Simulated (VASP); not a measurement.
# KNb (P-6m2) in VASP: single point with PBE

Aim: the single point of KNb with PBE.

All numbers are computed with VASP 6.6.1; they aren't measurements. Logs are shortened: lines on timing, memory, paths and dates and some standing lists are left out, and cuts for length are marked.

## 1. The cell of the first run

It takes space group P-6m2 (No. 187, hexagonal). Conventional cell: a = 2.983 Å, b = 2.983 Å, c = 6.653 Å, α = 90.00°, β = 90.00°, γ = 120.00°. Within 3.9 Å of K (site symmetry -6m2) lie 6 K at 2.98 Å and 6 Nb at 3.75 Å. Nb (site symmetry -6m2) has 6 Nb at 2.98 Å and 6 K at 3.75 Å within 3.9 Å.

## 2. Single point, PBE

INCAR reads:

```
  PREC = Accurate
  ENCUT = 520
  EDIFF = 1E-7
  ISMEAR = 0
  SIGMA = 0.1
  LREAL = F
  LASPH = T
  NELM = 60
  ALGO = Fast
  ISIF = 2
  LWAVE = F
  LCHARG = F
  GGA = PE
  NBANDS = 18
```

KPOINTS reads:

```
Automatic mesh
0
Gamma
  24 24 8
```

POSCAR reads:

```
KNb
1.0
    2.9828408507      0.0000000000      0.0000000000
   -1.4914204254      2.5832159521      0.0000000000
    0.0000000000      0.0000000000      6.6529981423
K Nb
1 1
Direct
    0.0000000000      0.0000000000      0.0000000000
    0.6666666667      0.3333333333      0.5000000000
```

Potentials or basis: VASP PAW PBE potentials, release 64 (K_sv, Nb_sv).

The run is started by

```
> cat potpaw_PBE.64/K_sv/POTCAR potpaw_PBE.64/Nb_sv/POTCAR > POTCAR
> mpirun -np 1 vasp_std > vasp.out
```

OUTCAR:

```text
PREC = Accurate
   ENCUT = 520
   EDIFF = 1E-7
   ISMEAR = 0
   LREAL = F
   LASPH = T
   NELM = 60
   ISIF = 2
   GGA = PE

 ion  position               nearest neighbor table
   1  0.000  0.000  0.000-
   2  0.667  0.333  0.500-

  LATTYP: Found a hexagonal cell.
 ALAT       =     2.9828408507
 C/A-ratio  =     2.2304234370

  Lattice vectors:

 A1 = (   2.9828408507,   0.0000000000,   0.0000000000)
 A2 = (  -1.4914204254,   2.5832159521,   0.0000000000)
 A3 = (   0.0000000000,   0.0000000000,   6.6529981423)

Analysis of symmetry for initial positions (statically):
=====================================================================
 Subroutine PRICEL returns:
 Original cell was already a primitive cell.

 Routine SETGRP: Setting up the symmetry group for a
 hexagonal supercell.

 Subroutine GETGRP returns: Found 12 space group operations
 (whereof 12 operations were pure point group operations)
 out of a pool of 24 trial point group operations.

The static configuration has the point symmetry D_3h.

Analysis of symmetry for dynamics (positions and initial velocities):
=====================================================================
 Subroutine PRICEL returns:
 Original cell was already a primitive cell.

 Routine SETGRP: Setting up the symmetry group for a
 hexagonal supercell.

 Subroutine GETGRP returns: Found 12 space group operations
 (whereof 12 operations were pure point group operations)
 out of a pool of 24 trial point group operations.

The dynamic configuration has the point symmetry D_3h.

 Subroutine INISYM returns: Found 12 space group operations
 (whereof 12 operations are pure point group operations),
 and found     1 'primitive' translations

----------------------------------------------------------------------------------------

                                     Primitive cell

  volume of cell :      51.2635

  direct lattice vectors                    reciprocal lattice vectors
     2.982840851  0.000000000  0.000000000     0.335250873  0.193557182  0.000000000
    -1.491420425  2.583215952  0.000000000     0.000000000  0.387114364  0.000000000
     0.000000000  0.000000000  6.652998142     0.000000000  0.000000000  0.150308174

  length of vectors
     2.982840851  2.982840851  6.652998142     0.387114364  0.387114364  0.150308174

  position of ions in fractional coordinates (direct lattice)
     0.000000000  0.000000000  0.000000000
[... 77 lines left out ...]
   NELM   =     60;   NELMIN=  2; NELMDL= -5     # of ELM steps
   EDIFF  = 0.1E-06   stopping-criterion for ELM
   LREAL  =      F    real-space projection
   EDIFFG = 0.1E-05   stopping-criterion for IOM
   NSW    =      0    number of steps for IOM
   IBRION =     -1    ionic relax: 0-MD 1-quasi-New 2-CG
   NFREE  =      0    steps in history (QN), initial steepest desc. (CG)
   ISIF   =      2    stress and relaxation
   ISYM   =      2    0-nonsym 1-usesym 2-fastsym
   POTIM  = 0.5000    time-step for ionic-motion
   TEBEG  =    0.0;   TEEND  =   0.0 temperature during run
   PSTRESS=    0.0 pullay stress
   NELECT =      22.0000    total number of electrons
   NUPDOWN=      -1.0000    fix difference up-down
   EMIN   =  10.00;   EMAX   =-10.00  energy-range for DOS
   EFERMI =   0.00;   METHOD = LEGACY
   ISMEAR =     0;   SIGMA  =   0.10  broadening in eV -4-tet -1-fermi 0-gaus
   EFERMI_NEDOS =   21; number of points for ismear=-14 and -15
   IALGO  =     68    algorithm
   IMIX   =      4    mixing-type and parameters
     AMIX     =   0.40;   BMIX     =  1.00
     AMIX_MAG =   1.60;   BMIX_MAG =  1.00
  volume/ion in A,a.u.               =      25.63       172.97
  Fermi-wavevector in a.u.,A,eV,Ry     =   1.234847  2.333522 20.746789  1.524846
  Thomas-Fermi vector in A             =   2.369520
   LORBIT       =      0    0 simple, 1 ext, 2 COOP (PROOUT), +10 PAW based schemes
   GGA     = PE    functional components
   LHFCALC =     F    Hartree Fock is set to
   AEXX    =    0.0000 exact exchange contribution
   IVDW    =     0    specifies the selected vdW correction
   LEPSILON=     F    determine dielectric tensor
   LRPA    =     F    only Hartree local field effects (RPA)
 non-spin polarized calculation
 RMM-DIIS sequential band-by-band and
 Gauss-broadening in eV      SIGMA  =   0.10
  energy-cutoff  :      520.00
  volume of cell :       51.26
 maximum number of plane-waves:      1419
 NGX is ok and might be reduce to    24
   NGX = 11   NGY = 11   NGZ = 25

 number of electron      21.9999999 magnetization

 Free energy of the ion-electron system (eV)
  ---------------------------------------------------
  ext. energy  EPLUGINS =         0.00000000
  ---------------------------------------------------
  free energy    TOTEN  =        -8.70811566 eV

  energy without entropy =       -8.69624744  energy(sigma->0) =       -8.70218155

 E-fermi :   5.2415     XC(G=0):  -9.8086

 val. band max:        5.2406411994   @ k =   0.4583   0.0417   0.3750
 cond. band min:       5.2421950703   @ k =   0.3750   0.1250   0.3750
 fundamental gap:      0.0015538708
 Fermi energy:         5.2415150720

 k-point     1 :       0.0000    0.0000    0.0000
  band No.  band energies     occupation
      1     -49.7041      2.00000
      2     -27.5314      2.00000
      3     -25.8241      2.00000
      4     -25.1860      2.00000
      5     -25.1860      2.00000
      6     -10.6960      2.00000
[... 481 lines left out ...]
      5     -25.4001      2.00000
      6     -12.0963      2.00000
[... 10 lines left out ...]
     17      11.7267      0.00000
     18      12.5521      0.00000

 [... further k-points ...]

------------------------ aborting loop because EDIFF is reached ----------------------------------------

  FORCE on cell =-STRESS in cart. coord.  units (eV):
  Direction    XX          YY          ZZ          XY          YZ          ZX
  --------------------------------------------------------------------------------------
  -------------------------------------------------------------------------------------
  Total        0.0072353      0.0072353     -0.0094479     -0.0000000      0.0000000      0.0000000
  in kB        0.2261301      0.2261301     -0.2952820     -0.0000000      0.0000000      0.0000000
  external PRESSURE =       0.0523261 kB  Pullay stress =       0.0000000 kB

 VOLUME and BASIS-vectors are now :
 -----------------------------------------------------------------------------
  energy-cutoff  :      520.00
  volume of cell :       51.26
      direct lattice vectors                 reciprocal lattice vectors
     2.982840851  0.000000000  0.000000000     0.335250873  0.193557182  0.000000000
    -1.491420425  2.583215952  0.000000000     0.000000000  0.387114364  0.000000000
     0.000000000  0.000000000  6.652998142     0.000000000  0.000000000  0.150308174

 POSITION                                       TOTAL-FORCE (eV/Angst)
 -----------------------------------------------------------------------------------
      0.00000      0.00000      0.00000        -0.000000      0.000000      0.000000
      1.49142      0.86107      3.32650         0.000000      0.000000      0.000000
 -----------------------------------------------------------------------------------
    total drift:                               -0.000000      0.000000      0.000000

  FREE ENERGIE OF THE ION-ELECTRON SYSTEM (eV)
  ---------------------------------------------------
  free  energy   TOTEN  =        -8.7081156646 eV

  energy  without entropy=       -8.6962474356  energy(sigma->0) =       -8.70218155
```

stdout:

```text
POSCAR found type information on POSCAR K Nb
 POSCAR found :  2 types and       2 ions
 scaLAPACK will be used
[... 71 lines left out ...]
 num prob WARNING in EDDRMM: call to ZHEGV failed, returncode =   6  3     11
 num prob  num prob  num prob  num prob  num prob  num prob  num prob WARNING in EDDRMM: call to ZHEGV failed, returncode =   8  4     10
 num prob  num prob  num prob RMM:  32    -0.870811246832E+01   -0.36891E-06   -0.43796E-06 11351   0.827E-03    0.712E-03
 num prob  num prob  num prob  num prob  num prob  num prob  num prob  num prob  num prob  num prob  num prob  num prob  num prob  num prob  num prob  num prob  num prob  num prob  num prob  num prob  num prob  num prob  num prob  num prob WARNING in EDDRMM: call to ZHEGV fail
```

Run time: 13 min. Hardware: 1 thread of Intel Xeon Platinum 8375C at 2.90GHz (Ice Lake), shared host; peak memory 0.4 GiB.

What came out:

| Quantity | Value |
| --- | --- |
| Free energy | -8.7081 eV |
| Pressure | 0.0 GPa |
| Band gap on the k mesh | zero (bands 11 and 12 overlap by 1.10 eV) |
